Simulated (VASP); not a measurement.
# La3Tl in VASP: a series of runs

The runs below take La3Tl through single point, with LDA.

Program: VASP 6.6.1. These are calculated values, not measurements. Logs are shortened: lines on timing, memory, paths and dates and some standing lists are left out, and cuts for length are marked.

## 1. The cell of the first run

The structure is cubic, space group Pm-3m (No. 221). The conventional cell has a = 5.094 Å, b = 5.094 Å, c = 5.094 Å, α = 90.00°, β = 90.00°, γ = 90.00°. La (site symmetry 4/mmm) has 8 La at 3.60 Å and 4 Tl at 3.60 Å within 4.7 Å. Tl (site symmetry m-3m) has 12 La at 3.60 Å within 4.7 Å.

## 2. Single point, LDA (volume scaled by 1.02)

File INCAR:

```
ALGO     = Normal         # electronic algorithm
EDIFF    = 1E-6           # SCF threshold, eV
ENCUT    = 520            # plane-wave cutoff, eV
ISIF     = 2              # what is computed and relaxed
ISMEAR   = -1             # smearing method
LASPH    = T              # aspherical terms in the spheres
LCHARG   = F              # write CHGCAR
LREAL    = F              # projectors in reciprocal space
LWAVE    = F              # write WAVECAR
NBANDS   = 31             # bands
NELM     = 60             # most SCF steps
PREC     = Accurate       # precision mode
SIGMA    = 0.08           # smearing width, eV
```

File KPOINTS:

```
k-points
0
Gamma
  8 8 8
```

File POSCAR:

```
La3Tl
1.0
    5.0935109104      0.0000000000      0.0000000000
    0.0000000000      5.0935109104      0.0000000000
    0.0000000000      0.0000000000      5.0935109104
La Tl
3 1
Direct
    0.0000000000      0.5000000000      0.5000000000
    0.5000000000      0.0000000000      0.5000000000
    0.5000000000      0.5000000000      0.0000000000
    0.0000000000      0.0000000000      0.0000000000
```

Potentials or basis: VASP PAW LDA potentials, release 64 (La, Tl_d).

Launch:

```bash
$ cat potpaw_LDA.64/La/POTCAR potpaw_LDA.64/Tl_d/POTCAR > POTCAR
$ mpirun -np 1 vasp_std > vasp.out
```

OUTCAR:

```text
EDIFF = 1E-6
   ENCUT = 520
   ISIF = 2
   ISMEAR = -1
   LASPH = T
   LREAL = F
   NELM = 60
   PREC = Accurate

 ion  position               nearest neighbor table
   1  0.000  0.500  0.500-   2 3.60   3 3.60   4 3.60   3 3.60   4 3.60   2 3.60   4 3.60   4 3.60
                             2 3.60   3 3.60   3 3.60   2 3.60
   2  0.500  0.000  0.500-   1 3.60   3 3.60   4 3.60   3 3.60   4 3.60   1 3.60   3 3.60   3 3.60
                             1 3.60   4 3.60   4 3.60   1 3.60
   3  0.500  0.500  0.000-   1 3.60   2 3.60   4 3.60   1 3.60   2 3.60   2 3.60   4 3.60   2 3.60
                             1 3.60   4 3.60   1 3.60   4 3.60
   4  0.000  0.000  0.000-   1 3.60   2 3.60   3 3.60   1 3.60   2 3.60   1 3.60   3 3.60   1 3.60
                             2 3.60   3 3.60   2 3.60   3 3.60

  LATTYP: Found a simple cubic cell.
 ALAT       =     5.0935109104

  Lattice vectors:

 A1 = (   5.0935109104,   0.0000000000,   0.0000000000)
 A2 = (   0.0000000000,   5.0935109104,   0.0000000000)
 A3 = (   0.0000000000,   0.0000000000,   5.0935109104)

Analysis of symmetry for initial positions (statically):
=====================================================================
 Subroutine PRICEL returns:
 Original cell was already a primitive cell.

 Routine SETGRP: Setting up the symmetry group for a
 simple cubic supercell.

 Subroutine GETGRP returns: Found 48 space group operations
 (whereof 48 operations were pure point group operations)
 out of a pool of 48 trial point group operations.

The static configuration has the point symmetry O_h .

Analysis of symmetry for dynamics (positions and initial velocities):
=====================================================================
 Subroutine PRICEL returns:
 Original cell was already a primitive cell.

 Routine SETGRP: Setting up the symmetry group for a
 simple cubic supercell.

 Subroutine GETGRP returns: Found 48 space group operations
 (whereof 48 operations were pure point group operations)
 out of a pool of 48 trial point group operations.

The dynamic configuration has the point symmetry O_h .

 Subroutine INISYM returns: Found 48 space group operations
 (whereof 48 operations are pure point group operations),
 and found     1 'primitive' translations

[... 96 lines left out ...]
   ENCUT  =  520.0 eV  38.22 Ry    6.18 a.u.   9.47  9.47  9.47*2*pi/ulx,y,z
   NELM   =     60;   NELMIN=  2; NELMDL= -5     # of ELM steps
   EDIFF  = 0.1E-05   stopping-criterion for ELM
   LREAL  =      F    real-space projection
   EDIFFG = 0.1E-04   stopping-criterion for IOM
   NSW    =      0    number of steps for IOM
   IBRION =     -1    ionic relax: 0-MD 1-quasi-New 2-CG
   NFREE  =      0    steps in history (QN), initial steepest desc. (CG)
   ISIF   =      2    stress and relaxation
   ISYM   =      2    0-nonsym 1-usesym 2-fastsym
   POTIM  = 0.5000    time-step for ionic-motion
   TEBEG  =    0.0;   TEEND  =   0.0 temperature during run
   PSTRESS=    0.0 pullay stress
   NELECT =      46.0000    total number of electrons
   NUPDOWN=      -1.0000    fix difference up-down
   EMIN   =  10.00;   EMAX   =-10.00  energy-range for DOS
   EFERMI =   0.00;   METHOD = LEGACY
   ISMEAR =    -1;   SIGMA  =   0.08  broadening in eV -4-tet -1-fermi 0-gaus
   EFERMI_NEDOS =   21; number of points for ismear=-14 and -15
   IALGO  =     38    algorithm
   IMIX   =      4    mixing-type and parameters
     AMIX     =   0.40;   BMIX     =  1.00
     AMIX_MAG =   1.60;   BMIX_MAG =  1.00
  volume/ion in A,a.u.               =      33.04       222.94
  Fermi-wavevector in a.u.,A,eV,Ry     =   1.151623  2.176251 18.044519  1.326235
  Thomas-Fermi vector in A             =   2.288279
   LORBIT       =      0    0 simple, 1 ext, 2 COOP (PROOUT), +10 PAW based schemes
   GGA     = CA    functional components
   LHFCALC =     F    Hartree Fock is set to
   AEXX    =    0.0000 exact exchange contribution
   IVDW    =     0    specifies the selected vdW correction
   LEPSILON=     F    determine dielectric tensor
   LRPA    =     F    only Hartree local field effects (RPA)
 non-spin polarized calculation
  energy-cutoff  :      520.00
  volume of cell :      132.15
 maximum number of plane-waves:      3590
 NGX is ok and might be reduce to    40
   NGX = 19   NGY = 19   NGZ = 19

 number of electron      46.0000000 magnetization

 Free energy of the ion-electron system (eV)
  ---------------------------------------------------
  ext. energy  EPLUGINS =         0.00000000
  ---------------------------------------------------
  free energy    TOTEN  =       -20.76272605 eV

  energy without entropy =      -20.63633020  energy(sigma->0) =      -20.69952813

 E-fermi :   7.8770     XC(G=0): -10.1586

 val. band max:        7.8630181500   @ k =   0.5000   0.5000   0.3750
 cond. band min:       7.8829173448   @ k =   0.5000   0.3750   0.2500
 fundamental gap:      0.0198991948
 Fermi energy:         7.8769728245

 k-point     1 :       0.0000    0.0000    0.0000
  band No.  band energies     occupation
      1     -24.9019      2.00000
      2     -24.5947      2.00000
      3     -24.5947      2.00000
      4      -9.1652      2.00000
      5      -9.1652      2.00000
      6      -9.1652      2.00000
[... 805 lines left out ...]
     30       9.4246      0.00000
     31       9.4453      0.00000

 [... further k-points ...]

------------------------ aborting loop because EDIFF is reached ----------------------------------------

  FORCE on cell =-STRESS in cart. coord.  units (eV):
  Direction    XX          YY          ZZ          XY          YZ          ZX
  --------------------------------------------------------------------------------------
  -------------------------------------------------------------------------------------
  Total       -3.5187169     -3.5187169     -3.5187169     -0.0000000      0.0000000      0.0000000
  in kB      -42.6621944    -42.6621944    -42.6621944     -0.0000000      0.0000000      0.0000000
  external PRESSURE =     -42.6621944 kB  Pullay stress =       0.0000000 kB

 VOLUME and BASIS-vectors are now :
 -----------------------------------------------------------------------------
  energy-cutoff  :      520.00
  volume of cell :      132.15
      direct lattice vectors                 reciprocal lattice vectors
     5.093510910  0.000000000  0.000000000     0.196328234  0.000000000  0.000000000
     0.000000000  5.093510910  0.000000000     0.000000000  0.196328234  0.000000000
     0.000000000  0.000000000  5.093510910     0.000000000  0.000000000  0.196328234

 POSITION                                       TOTAL-FORCE (eV/Angst)
 -----------------------------------------------------------------------------------
      0.00000      2.54676      2.54676         0.000000      0.000000      0.000000
      2.54676      0.00000      2.54676         0.000000      0.000000      0.000000
      2.54676      2.54676      0.00000         0.000000      0.000000      0.000000
      0.00000      0.00000      0.00000         0.000000      0.000000      0.000000
 -----------------------------------------------------------------------------------
    total drift:                                0.000000     -0.000000     -0.000000

  FREE ENERGIE OF THE ION-ELECTRON SYSTEM (eV)
  ---------------------------------------------------
  free  energy   TOTEN  =       -20.7627260485 eV

  energy  without entropy=      -20.6363302031  energy(sigma->0) =      -20.69952813
```

OSZICAR:

```text
N       E                     dE             d eps       ncg     rms          rms(c)
DAV:   1     0.569774895452E+03    0.56977E+03   -0.16486E+04  2178   0.210E+03
DAV:   2     0.120377839044E+03   -0.44940E+03   -0.43528E+03  3042   0.371E+02
DAV:   3    -0.513974637942E+01   -0.12552E+03   -0.12255E+03  3448   0.213E+02
DAV:   4    -0.192883343778E+02   -0.14149E+02   -0.13586E+02  4060   0.825E+01
DAV:   5    -0.209380065001E+02   -0.16497E+01   -0.15983E+01  4268   0.271E+01    0.516E+00
DAV:   6    -0.207765870366E+02    0.16142E+00   -0.32600E+00  3780   0.109E+01    0.273E+00
DAV:   7    -0.207691962957E+02    0.73907E-02   -0.40549E-01  4180   0.525E+00    0.134E+00
DAV:   8    -0.207620119161E+02    0.71844E-02   -0.54965E-02  4220   0.168E+00    0.202E-01
DAV:   9    -0.207625495825E+02   -0.53767E-03   -0.83412E-03  4188   0.740E-01    0.940E-02
DAV:  10    -0.207627085751E+02   -0.15899E-03   -0.14867E-03  4212   0.267E-01    0.244E-02
DAV:  11    -0.207627224940E+02   -0.13919E-04   -0.22509E-04  4060   0.110E-01    0.584E-03
DAV:  12    -0.207627255581E+02   -0.30640E-05   -0.32418E-05  3476   0.378E-02    0.295E-03
DAV:  13    -0.207627260485E+02   -0.49048E-06   -0.55084E-06  2892   0.224E-02
   1 F= -.20762726E+02 E0= -.20699528E+02  d E =-.126396E+00
```

It took 68 s on 1 thread of Intel Xeon 6975P-C (Granite Rapids), shared host; peak memory 0.29 GiB.

What came out:

```
Free energy            : -20.7627 eV
Pressure               : -4.3 GPa
Band gap on the k mesh : zero (band 23 reaches 8.15 eV, above the bottom of band 24 at 7.13 eV)
```

Levels at points of the mesh, in eV from the Fermi level:
```
           k point  band 21  band 22  band 23  band 24  band 25  band 26
(0.00, 0.00, 0.00)    -0.78    -0.78    -0.75    -0.75     0.77     0.77
(0.50, 0.00, 0.00)    -0.71    -0.71    -0.57     0.68     1.01     1.05
(0.50, 0.50, 0.00)    -1.36    -0.05    -0.05     0.24     0.60     0.98
(0.50, 0.50, 0.50)    -1.06     0.27     0.27     0.27     1.12     1.33
```

Caveat: spin-orbit coupling is left out, which moves the levels of the heavy elements.

## 3. Single point, LDA (volume scaled by 1.06)

File INCAR:

```
PREC = Accurate ; ENCUT = 520
EDIFF = 1E-6 ; ISMEAR = -1
SIGMA = 0.08 ; LREAL = F
LASPH = T ; NELM = 80
ALGO = Normal ; ISIF = 2
LWAVE = F ; LCHARG = F
GGA = CA ; NBANDS = 31
```

File KPOINTS:

```
Automatic mesh
0
Gamma
  8 8 8
```

File POSCAR:

```
La3Tl
1.0
    5.1592408815      0.0000000000      0.0000000000
    0.0000000000      5.1592408815      0.0000000000
    0.0000000000      0.0000000000      5.1592408815
La Tl
3 1
Direct
    0.0000000000      0.5000000000      0.5000000000
    0.5000000000      0.0000000000      0.5000000000
    0.5000000000      0.5000000000      0.0000000000
    0.0000000000      0.0000000000      0.0000000000
```

Potentials or basis: VASP PAW LDA potentials, release 64 (La, Tl_d).

Launch:

```bash
$ cat potpaw_LDA.64/La/POTCAR potpaw_LDA.64/Tl_d/POTCAR > POTCAR
$ mpirun -np 1 vasp_std > vasp.out
```

Wall time 66 s (1 thread of Intel Xeon 6975P-C (Granite Rapids), shared host); peak memory 0.3 GiB.

Results (log left out):

| Quantity | Value |
| --- | --- |
| Free energy | -20.6081 eV |
| Pressure | -5.3 GPa |
| Band gap on the k mesh | zero (band 23 reaches 7.72 eV, above the bottom of band 24 at 6.78 eV) |

Levels at points of the mesh, in eV from the Fermi level:
| k point | band 20 | band 21 | band 22 | band 23 | band 24 | band 25 | band 26 | band 27 |
| --- | --- | --- | --- | --- | --- | --- | --- | --- |
| (0.00, 0.00, 0.00) | -0.73 | -0.73 | -0.73 | -0.71 | -0.71 | 0.74 | 0.74 | 0.74 |
| (0.50, 0.00, 0.00) | -1.17 | -0.68 | -0.68 | -0.52 | 0.65 | 0.97 | 1.02 | 1.07 |
| (0.50, 0.50, 0.00) | -1.38 | -1.29 | -0.02 | -0.02 | 0.18 | 0.55 | 0.93 | 0.93 |
| (0.50, 0.50, 0.50) | -1.05 | -1.05 | 0.23 | 0.23 | 0.23 | 1.09 | 1.30 | 1.30 |

Caveat: spin-orbit coupling is left out, which moves the levels of the heavy elements.

## 4. Single point, LDA (equal xx and yy strain of -2 %)

File INCAR:

```
PREC = Accurate
ENCUT = 520
EDIFF = 1E-6
ISMEAR = -1
SIGMA = 0.08
LREAL = False
LASPH = True
NELM = 80
ALGO = Normal
ISIF = 2
LWAVE = False
LCHARG = True
LELF = True
LVHAR = True
NBANDS = 31
```

File KPOINTS:

```
regular mesh
0
Gamma
  8 8 8
```

File POSCAR:

```
La3Tl
1.0
    4.9588000000      0.0000000000      0.0000000000
    0.0000000000      4.9588000000      0.0000000000
    0.0000000000      0.0000000000      5.0600000000
La Tl
3 1
Direct
    0.0000000000      0.5000000000      0.5000000000
    0.5000000000      0.0000000000      0.5000000000
    0.5000000000      0.5000000000      0.0000000000
    0.0000000000      0.0000000000      0.0000000000
```

Potentials or basis: VASP PAW LDA potentials, release 64 (La, Tl_d).

Launch:

```bash
$ cat potpaw_LDA.64/La/POTCAR potpaw_LDA.64/Tl_d/POTCAR > POTCAR
$ mpirun -np 1 vasp_std > vasp.out
```

OUTCAR:

```text
PREC = Accurate
   ENCUT = 520
   EDIFF = 1E-6
   ISMEAR = -1
   LREAL = False
   LASPH = True
   NELM = 80
   ISIF = 2

 ion  position               nearest neighbor table
   1  0.000  0.500  0.500-   2 3.51   2 3.51   2 3.51   2 3.51   4 3.54   3 3.54   4 3.54   4 3.54
                             4 3.54   3 3.54   3 3.54   3 3.54
   2  0.500  0.000  0.500-   1 3.51   1 3.51   1 3.51   1 3.51   4 3.54   3 3.54   3 3.54   3 3.54
                             4 3.54   4 3.54   4 3.54   3 3.54
   3  0.500  0.500  0.000-   4 3.51   4 3.51   4 3.51   4 3.51   2 3.54   2 3.54   2 3.54   2 3.54
                             1 3.54   1 3.54   1 3.54   1 3.54
   4  0.000  0.000  0.000-   3 3.51   3 3.51   3 3.51   3 3.51   2 3.54   1 3.54   2 3.54   1 3.54
[... 1021 lines left out ...]
  Total       -1.5446297     -1.5446297     -1.9875317      0.0000000     -0.0000000      0.0000000
  in kB      -19.8898392    -19.8898392    -25.5929851      0.0000000     -0.0000000      0.0000000
  external PRESSURE =     -21.7908878 kB  Pullay stress =       0.0000000 kB

 VOLUME and BASIS-vectors are now :
 -----------------------------------------------------------------------------
  energy-cutoff  :      520.00
  volume of cell :      124.42
      direct lattice vectors                 reciprocal lattice vectors
     4.958800000  0.000000000  0.000000000     0.201661692  0.000000000  0.000000000
     0.000000000  4.958800000  0.000000000     0.000000000  0.201661692  0.000000000
     0.000000000  0.000000000  5.060000000     0.000000000  0.000000000  0.197628458

 POSITION                                       TOTAL-FORCE (eV/Angst)
 -----------------------------------------------------------------------------------
      0.00000      2.47940      2.53000         0.000000      0.000000      0.000000
      2.47940      0.00000      2.53000         0.000000      0.000000      0.000000
      2.47940      2.47940      0.00000         0.000000      0.000000      0.000000
      0.00000      0.00000      0.00000         0.000000      0.000000      0.000000
 -----------------------------------------------------------------------------------
    total drift:                                0.000000     -0.000000     -0.000000

  FREE ENERGIE OF THE ION-ELECTRON SYSTEM (eV)
  ---------------------------------------------------
  free  energy   TOTEN  =       -20.9165450387 eV

  energy  without entropy=      -20.7986507088  energy(sigma->0) =      -20.85759787
```

OSZICAR:

```text
N       E                     dE             d eps       ncg     rms          rms(c)
DAV:   1     0.571124234589E+03    0.57112E+03   -0.16494E+04  4682   0.214E+03
DAV:   2     0.118673625410E+03   -0.45245E+03   -0.43753E+03  6562   0.380E+02
DAV:   3    -0.606807018433E+01   -0.12474E+03   -0.12151E+03  7499   0.216E+02
DAV:   4    -0.196157504218E+02   -0.13548E+02   -0.13011E+02  8708   0.831E+01
DAV:   5    -0.211979436929E+02   -0.15822E+01   -0.15335E+01  9188   0.260E+01    0.561E+00
DAV:   6    -0.209394002605E+02    0.25854E+00   -0.34448E+00  8012   0.114E+01    0.301E+00
DAV:   7    -0.209257018938E+02    0.13698E-01   -0.42950E-01  8868   0.552E+00    0.149E+00
DAV:   8    -0.209160343895E+02    0.96675E-02   -0.55910E-02  9020   0.169E+00    0.246E-01
DAV:   9    -0.209163751000E+02   -0.34071E-03   -0.83320E-03  8916   0.713E-01    0.111E-01
DAV:  10    -0.209165181499E+02   -0.14305E-03   -0.13665E-03  9148   0.277E-01    0.372E-02
DAV:  11    -0.209165400057E+02   -0.21856E-04   -0.22734E-04  9004   0.106E-01    0.745E-03
DAV:  12    -0.209165443398E+02   -0.43341E-05   -0.44002E-05  7292   0.480E-02    0.353E-03
DAV:  13    -0.209165450387E+02   -0.69888E-06   -0.82527E-06  6092   0.227E-02
   1 F= -.20916545E+02 E0= -.20857598E+02  d E =-.117894E+00
```

stdout:

```text
POSCAR found type information on POSCAR LaTl
 POSCAR found :  2 types and       4 ions
 scaLAPACK will be used
 LDA part: xc-table for (Slater(with rela. corr.)+CA(PZ))
 , standard interpolation
 POSCAR, INCAR and KPOINTS ok, starting setup
 FFT: planning ... GRIDC
 FFT: planning ... GRID_SOFT
 FFT: planning ... GRID
 WAVECAR not read
 entering main loop
```

It took 5.1 min on 1 thread of Oxide Virtual Turin-like, shared host; peak memory 0.37 GiB.

Results:

```yaml
Free_energy: -20.9165 eV
Pressure: -2.2 GPa
Band_gap_on_the_k_mesh: zero (band 23 reaches 8.86 eV, above the bottom of band 24 at 7.74 eV)
```

Levels at points of the mesh, in eV from the Fermi level:
```
           k point  band 20  band 21  band 22  band 23  band 24  band 25  band 26  band 27
(0.00, 0.00, 0.00)    -0.87    -0.87    -0.86    -0.85    -0.76     0.77     0.84     0.84
(0.50, 0.00, 0.00)    -1.17    -0.84    -0.73    -0.65     0.73     1.07     1.10     1.20
(0.50, 0.50, 0.00)    -1.29    -1.29    -0.08    -0.08     0.35     0.62     1.05     1.05
(0.00, 0.00, 0.50)    -1.27    -0.73    -0.73    -0.68     0.71     1.03     1.13     1.20
(0.50, 0.00, 0.50)    -1.36    -1.34    -0.14    -0.08     0.29     0.72     1.02     1.07
(0.50, 0.50, 0.50)    -1.03    -1.03     0.35     0.36     0.36     1.18     1.30     1.31
```

Caveat: the cell differs from its parent crystal (equal xx and yy strain of -2 %); spin-orbit coupling is left out, which moves the levels of the heavy elements.

## 5. The runs side by side

| cell | gap on the mesh (eV) | pressure (GPa) |
| --- | --- | --- |
| a = 5.094 Å, 4 atoms | none | -4.3 |
| a = 5.159 Å, 4 atoms | none | -5.3 |
| a = 4.959, b = 4.959, c = 5.060 Å, 4 atoms | none | -2.2 |

Alike in all rows: task single point; level LDA; potentials or basis VASP PAW LDA potentials, release 64 (La, Tl_d); no spin polarisation; k mesh 8 × 8 × 8; cutoff (eV) 520; smearing fermi-dirac 0.08 eV.

Caveats: spin-orbit coupling is left out, which moves the levels of the heavy elements.

Absolute energies hang on the potentials; compare differences alone.
